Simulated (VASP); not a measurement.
# TiC (Fm-3m) in VASP: settings compared

The runs below take TiC through single point, with revPBE, LDA.

Everything below comes from runs of VASP 6.6.1. Logs are shortened: lines on timing, memory, paths and dates and some standing lists are left out, and cuts for length are marked.

### Step 1. The cell of the first run

Symmetry: Fm-3m, No. 225, cubic system. Conventional cell: a = 4.331 Å, b = 4.331 Å, c = 4.331 Å, α = 90.00°, β = 90.00°, γ = 90.00°. Within 2.9 Å of Ti (site symmetry m-3m) lie 6 C at 2.17 Å. Within 2.9 Å of C (site symmetry m-3m) lie 6 Ti at 2.17 Å.

### Step 2. Single point, revPBE

Input file INCAR:

```
PREC = Accurate
ENCUT = 520
EDIFF = 1E-6
ISMEAR = -1
SIGMA = 0.05
LREAL = False
LASPH = True
NELM = 80
ALGO = Normal
ISIF = 2
LWAVE = False
LCHARG = False
GGA = RE
NBANDS = 15
```

Input file KPOINTS:

```
regular mesh
0
Gamma
  11 11 11
```

Input file POSCAR:

```
TiC
1.0
    0.0000000000      2.1657188437      2.1657188437
    2.1657188437      0.0000000000      2.1657188437
    2.1657188437      2.1657188437      0.0000000000
Ti C
1 1
Direct
    0.0000000000      0.0000000000      0.0000000000
    0.5000000000      0.5000000000      0.5000000000
```

Potentials or basis: VASP PAW PBE potentials, release 64 (Ti_sv, C).

On the command line:

```console
cat potpaw_PBE.64/Ti_sv/POTCAR potpaw_PBE.64/C/POTCAR > POTCAR
mpirun -np 1 vasp_std > vasp.out
```

OUTCAR:

```text
PREC = Accurate
   ENCUT = 520
   EDIFF = 1E-6
   ISMEAR = -1
   LREAL = False
   LASPH = True
   NELM = 80
   ISIF = 2
   GGA = RE

 ion  position               nearest neighbor table
   1  0.000  0.000  0.000-   2 2.17   2 2.17   2 2.17   2 2.17   2 2.17   2 2.17
   2  0.500  0.500  0.500-   1 2.17   1 2.17   1 2.17   1 2.17   1 2.17   1 2.17

  LATTYP: Found a face centered cubic cell.
 ALAT       =     4.3314376874

  Lattice vectors:

 A1 = (   0.0000000000,   2.1657188437,   2.1657188437)
 A2 = (   2.1657188437,   0.0000000000,   2.1657188437)
 A3 = (   2.1657188437,   2.1657188437,   0.0000000000)

Analysis of symmetry for initial positions (statically):
=====================================================================
 Subroutine PRICEL returns:
 Original cell was already a primitive cell.

 Routine SETGRP: Setting up the symmetry group for a
 face centered cubic supercell.

 Subroutine GETGRP returns: Found 48 space group operations
 (whereof 48 operations were pure point group operations)
 out of a pool of 48 trial point group operations.

The static configuration has the point symmetry O_h .

Analysis of symmetry for dynamics (positions and initial velocities):
=====================================================================
 Subroutine PRICEL returns:
 Original cell was already a primitive cell.

 Routine SETGRP: Setting up the symmetry group for a
 face centered cubic supercell.

 Subroutine GETGRP returns: Found 48 space group operations
 (whereof 48 operations were pure point group operations)
 out of a pool of 48 trial point group operations.

The dynamic configuration has the point symmetry O_h .

 Subroutine INISYM returns: Found 48 space group operations
 (whereof 48 operations are pure point group operations),
 and found     1 'primitive' translations

----------------------------------------------------------------------------------------

                                     Primitive cell

  volume of cell :      20.3159

  direct lattice vectors                    reciprocal lattice vectors
     0.000000000  2.165718844  2.165718844    -0.230870227  0.230870227  0.230870227
     2.165718844  0.000000000  2.165718844     0.230870227 -0.230870227  0.230870227
     2.165718844  2.165718844  0.000000000     0.230870227  0.230870227 -0.230870227

  length of vectors
     3.062788961  3.062788961  3.062788961     0.399878962  0.399878962  0.399878962

  position of ions in fractional coordinates (direct lattice)
     0.000000000  0.000000000  0.000000000
     0.500000000  0.500000000  0.500000000

  ion indices of the primitive-cell ions
   primitive index   ion index
                 1           1
                 2           2

----------------------------------------------------------------------------------------

 KPOINTS: regular mesh

Automatic generation of k-mesh.
 Grid dimensions read from file:
 generate k-points for:   11   11   11

 Generating k-lattice:

  Cartesian coordinates                     Fractional coordinates (reciprocal lattice)
    -0.020988202  0.020988202  0.020988202     0.090909091  0.000000000  0.000000000
     0.020988202 -0.020988202  0.020988202     0.000000000  0.090909091  0.000000000
     0.020988202  0.020988202 -0.020988202     0.000000000  0.000000000  0.090909091

  Length of vectors
     0.036352633  0.036352633  0.036352633

  Shift w.r.t. Gamma in fractional coordinates (k-lattice)
     0.000000000  0.000000000  0.000000000

 Subroutine IBZKPT returns following result:
 ===========================================

 Found     56 irreducible k-points:

 Following reciprocal coordinates:
            Coordinates               Weight
  0.000000  0.000000  0.000000      1.000000
  0.090909  0.000000  0.000000      8.000000
  0.181818  0.000000  0.000000      8.000000
  0.272727  0.000000  0.000000      8.000000
  0.363636  0.000000  0.000000      8.000000
  0.454545  0.000000  0.000000      8.000000
[... 16 lines left out ...]
 -0.272727  0.181818  0.000000     24.000000
 -0.181818  0.181818  0.000000     12.000000
 [... further k-points ...]
   k-points           NKPTS =     56   k-points in BZ     NKDIM =     56   number of bands    NBANDS=     15
   number of dos      NEDOS =    301   number of ions     NIONS =      2
   total plane-waves  NPLWV =  13824
   dimension x,y,z NGX =    24 NGY =   24 NGZ =   24
   dimension x,y,z NGXF=    48 NGYF=   48 NGZF=   48
   ions per type =               1   1
   NGX,Y,Z   is equivalent  to a cutoff of  13.03, 13.03, 13.03 a.u.
   NGXF,Y,Z  is equivalent  to a cutoff of  26.05, 26.05, 26.05 a.u.
 SYSTEM =  unknown system
   PREC   = accura    normal or accurate (medium, high low for compatibility)
   ISTART =      0    job   : 0-new  1-cont  2-samecut
   ICHARG =      2    charge: 1-file 2-atom 10-const
   ISPIN  =      1    spin polarized calculation?
   LNONCOLLINEAR =      F non collinear calculations
   LSORBIT =      F    spin-orbit coupling
   LASPH  =      T    aspherical Exc in radial PAW
   ENCUT  =  520.0 eV  38.22 Ry    6.18 a.u.   5.69  5.69  5.69*2*pi/ulx,y,z
   NELM   =     80;   NELMIN=  2; NELMDL= -5     # of ELM steps
   EDIFF  = 0.1E-05   stopping-criterion for ELM
   LREAL  =      F    real-space projection
   EDIFFG = 0.1E-04   stopping-criterion for IOM
   NSW    =      0    number of steps for IOM
   IBRION =     -1    ionic relax: 0-MD 1-quasi-New 2-CG
   NFREE  =      0    steps in history (QN), initial steepest desc. (CG)
   ISIF   =      2    stress and relaxation
   ISYM   =      2    0-nonsym 1-usesym 2-fastsym
   POTIM  = 0.5000    time-step for ionic-motion
   TEBEG  =    0.0;   TEEND  =   0.0 temperature during run
   PSTRESS=    0.0 pullay stress
   NELECT =      16.0000    total number of electrons
   NUPDOWN=      -1.0000    fix difference up-down
   EMIN   =  10.00;   EMAX   =-10.00  energy-range for DOS
   EFERMI =   0.00;   METHOD = LEGACY
   ISMEAR =    -1;   SIGMA  =   0.05  broadening in eV -4-tet -1-fermi 0-gaus
   EFERMI_NEDOS =   21; number of points for ismear=-14 and -15
   IALGO  =     38    algorithm
   IMIX   =      4    mixing-type and parameters
     AMIX     =   0.40;   BMIX     =  1.00
     AMIX_MAG =   1.60;   BMIX_MAG =  1.00
  volume/ion in A,a.u.               =      10.16        68.55
  Fermi-wavevector in a.u.,A,eV,Ry     =   1.511829  2.856943 31.097854  2.285628
  Thomas-Fermi vector in A             =   2.621834
   LORBIT       =      0    0 simple, 1 ext, 2 COOP (PROOUT), +10 PAW based schemes
   GGA     = RE    functional components
   LHFCALC =     F    Hartree Fock is set to
   AEXX    =    0.0000 exact exchange contribution
   IVDW    =     0    specifies the selected vdW correction
   LEPSILON=     F    determine dielectric tensor
   LRPA    =     F    only Hartree local field effects (RPA)
 non-spin polarized calculation
  energy-cutoff  :      520.00
  volume of cell :       20.32
 maximum number of plane-waves:       560
   NGX = 11   NGY = 11   NGZ = 11

 number of electron      16.0000000 magnetization

 Free energy of the ion-electron system (eV)
  ---------------------------------------------------
  ext. energy  EPLUGINS =         0.00000000
  ---------------------------------------------------
  free energy    TOTEN  =       -17.96563061 eV

  energy without entropy =      -17.96328116  energy(sigma->0) =      -17.96445589

 E-fermi :   9.5642     XC(G=0): -12.6288

 val. band max:        9.4214216722   @ k =   0.4545   0.4545   0.0000
 cond. band min:       9.6549502659   @ k =   0.0909   0.0000   0.0000
 fundamental gap:      0.2335285936
 Fermi energy:         9.5642479882

 k-point     1 :       0.0000    0.0000    0.0000
  band No.  band energies     occupation
      1     -47.1959      2.00000
      2     -23.1696      2.00000
      3     -23.1696      2.00000
      4     -23.1696      2.00000
      5      -2.9495      2.00000
      6      10.2043      0.00001
      7      10.2043      0.00001
      8      10.2043      0.00001
      9      11.1775      0.00000
     10      11.1775      0.00000
     11      11.1775      0.00000
     12      11.2055      0.00000
     13      11.2055      0.00000
     14      19.9659      0.00000
     15      23.5166      0.00000

 k-point     2 :       0.0909    0.0000    0.0000
  band No.  band energies     occupation
      1     -47.1902      2.00000
      2     -23.2102      2.00000
      3     -23.1735      2.00000
      4     -23.1735      2.00000
      5      -2.7636      2.00000
      6       9.3833      1.94777
      7       9.6550      0.28030
      8       9.6550      0.28029
      9      10.5242      0.00000
     10      10.5242      0.00000
     11      11.5747      0.00000
     12      12.6785      0.00000
     13      12.6785      0.00000
     14      20.2928      0.00000
     15      23.5699      0.00000

 k-point     3 :       0.1818    0.0000    0.0000
  band No.  band energies     occupation
      1     -47.1750      2.00000
      2     -23.3177      2.00000
      3     -23.1836      2.00000
      4     -23.1836      2.00000
      5      -2.2306      2.00000
      6       7.9368      2.00000
      7       8.5177      2.00000
      8       8.5177      2.00000
      9      10.8696      0.00000
     10      10.8696      0.00000
     11      12.0097      0.00000
     12      14.2287      0.00000
     13      14.2287      0.00000
     14      20.8235      0.00000
     15      23.5452      0.00000
[... 343 lines left out ...]
 k-point    23 :      -0.2727    0.1818    0.0000
  band No.  band energies     occupation
      1     -47.1311      2.00000
      2     -23.5199      2.00000
      3     -23.3144      2.00000
      4     -23.2072      2.00000
      5      -0.4935      2.00000
      6       5.2667      2.00000
      7       6.9636      2.00000
      8       7.0164      2.00000
      9      11.5237      0.00000
     10      12.4622      0.00000
     11      13.2772      0.00000
     12      14.6177      0.00000
     13      17.4107      0.00000
     14      20.5578      0.00000
     15      23.1008      0.00000

 k-point    24 :      -0.1818    0.1818    0.0000
  band No.  band energies     occupation
      1     -47.1481      2.00000
      2     -23.4396      2.00000
      3     -23.2758      2.00000
      4     -23.1892      2.00000
      5      -1.2328      2.00000
      6       6.2447      2.00000
      7       7.3297      2.00000
      8       7.5680      2.00000
      9      11.0570      0.00000
     10      12.1529      0.00000
     11      13.0770      0.00000
     12      13.8534      0.00000
     13      16.7516      0.00000
     14      21.2818      0.00000
     15      22.9666      0.00000

 [... further k-points ...]

------------------------ aborting loop because EDIFF is reached ----------------------------------------

  FORCE on cell =-STRESS in cart. coord.  units (eV):
  Direction    XX          YY          ZZ          XY          YZ          ZX
  --------------------------------------------------------------------------------------
  -------------------------------------------------------------------------------------
  Total        0.4855492      0.4855492      0.4855492      0.0000000      0.0000000     -0.0000000
  in kB       38.2919604     38.2919604     38.2919604      0.0000000      0.0000000     -0.0000000
  external PRESSURE =      38.2919604 kB  Pullay stress =       0.0000000 kB

 VOLUME and BASIS-vectors are now :
 -----------------------------------------------------------------------------
  energy-cutoff  :      520.00
  volume of cell :       20.32
      direct lattice vectors                 reciprocal lattice vectors
     0.000000000  2.165718844  2.165718844    -0.230870227  0.230870227  0.230870227
     2.165718844  0.000000000  2.165718844     0.230870227 -0.230870227  0.230870227
     2.165718844  2.165718844  0.000000000     0.230870227  0.230870227 -0.230870227

 POSITION                                       TOTAL-FORCE (eV/Angst)
 -----------------------------------------------------------------------------------
      0.00000      0.00000      0.00000         0.000000     -0.000000      0.000000
      2.16572      2.16572      2.16572        -0.000000      0.000000     -0.000000
 -----------------------------------------------------------------------------------
    total drift:                                0.000000     -0.000000     -0.000000

  FREE ENERGIE OF THE ION-ELECTRON SYSTEM (eV)
  ---------------------------------------------------
  free  energy   TOTEN  =       -17.9656306090 eV

  energy  without entropy=      -17.9632811625  energy(sigma->0) =      -17.96445589
```

Run time: 12 s. Hardware: 1 thread of AMD EPYC 9R45 (Zen 5), shared host; peak memory 0.11 GiB.

Results:

```
Free energy            : -17.9656 eV
Pressure               : 3.8 GPa
Band gap on the k mesh : zero (band 8 reaches 10.20 eV, above the bottom of band 9 at 9.09 eV)
```

Levels at points of the mesh, in eV from the Fermi level:
```tsv
k point	band 4	band 5	band 6	band 7	band 8	band 9	band 10	band 11	band 12	band 13
(0.00, 0.00, 0.00)	-32.73	-12.51	0.64	0.64	0.64	1.61	1.61	1.61	1.64	1.64
```

Caveat: the PAW data sets were made with another functional, which shifts forces and pressure a little.

### Step 3. Single point, LDA

This run uses another cell than the first one, of 10.36 Å³/atom, 1.020 times its volume.

Input file INCAR:

```
SYSTEM = TiC
PREC = Accurate
ENCUT = 520
EDIFF = 1E-7
ISMEAR = -1
SIGMA = 0.05
LREAL = .FALSE.
LASPH = .TRUE.
NELM = 100
ALGO = Normal
ISIF = 2
LWAVE = .FALSE.
LCHARG = .FALSE.
GGA = CA
NBANDS = 15
```

Input file KPOINTS:

```
regular mesh
0
G
  11 11 11
  0 0 0
```

Input file POSCAR:

```
TiC
1.0
    0.0000000000      2.1800617706      2.1800617706
    2.1800617706      0.0000000000      2.1800617706
    2.1800617706      2.1800617706      0.0000000000
Ti C
1 1
Direct
    0.0000000000      0.0000000000      0.0000000000
    0.5000000000      0.5000000000      0.5000000000
```

Potentials or basis: VASP PAW LDA potentials, release 64 (Ti_sv, C).

On the command line:

```console
cat potpaw_LDA.64/Ti_sv/POTCAR potpaw_LDA.64/C/POTCAR > POTCAR
mpirun -np 1 vasp_std > vasp.out
```

Wall time 13 s (1 thread of AMD EPYC 9R45 (Zen 5), shared host); peak memory 0.11 GiB.

The run converged. Its results:

```yaml
Free_energy: -20.4690 eV
Pressure: -16.3 GPa
Band_gap_on_the_k_mesh: zero (band 8 reaches 9.62 eV, above the bottom of band 9 at 8.59 eV)
```

Levels at points of the mesh, in eV from the Fermi level:
```
           k point  band 6  band 7  band 8  band 9  band 10  band 11
(0.00, 0.00, 0.00)    0.57    0.57    0.57    1.62     1.62     1.62
```

### Step 4. Single point, LDA

This run uses another cell than the first one, of 10.36 Å³/atom, 1.020 times its volume.

Input file INCAR:

```
ALGO = Normal ; EDIFF = 1E-7
ENCUT = 520 ; ISIF = 2
ISMEAR = -1 ; LASPH = T
LCHARG = F ; LREAL = F
LWAVE = F ; NBANDS = 15
NELM = 60 ; PREC = Accurate
SIGMA = 0.05
```

Input file KPOINTS:

```
k-points
0
Gamma
  11 11 11
```

POSCAR is that of step 3.

On the command line:

```console
cat potpaw_LDA.64/Ti_sv/POTCAR potpaw_LDA.64/C/POTCAR > POTCAR
mpirun -np 1 vasp_std > vasp.out
```

Run time: 12 s. Hardware: 1 thread of AMD EPYC 9R45 (Zen 5), shared host; peak memory 0.11 GiB.

It converged, with:

| Item | Value |
| --- | --- |
| Free energy | -20.4690 eV |
| Pressure | -16.3 GPa |
| Band gap on the k mesh | zero (band 8 reaches 9.62 eV, above the bottom of band 9 at 8.59 eV) |

Levels at points of the mesh, in eV from the Fermi level:
| k point | band 6 | band 7 | band 8 | band 9 | band 10 | band 11 |
| --- | --- | --- | --- | --- | --- | --- |
| (0.00, 0.00, 0.00) | 0.57 | 0.57 | 0.57 | 1.62 | 1.62 | 1.62 |

(Part 1 of 2 ends here.)
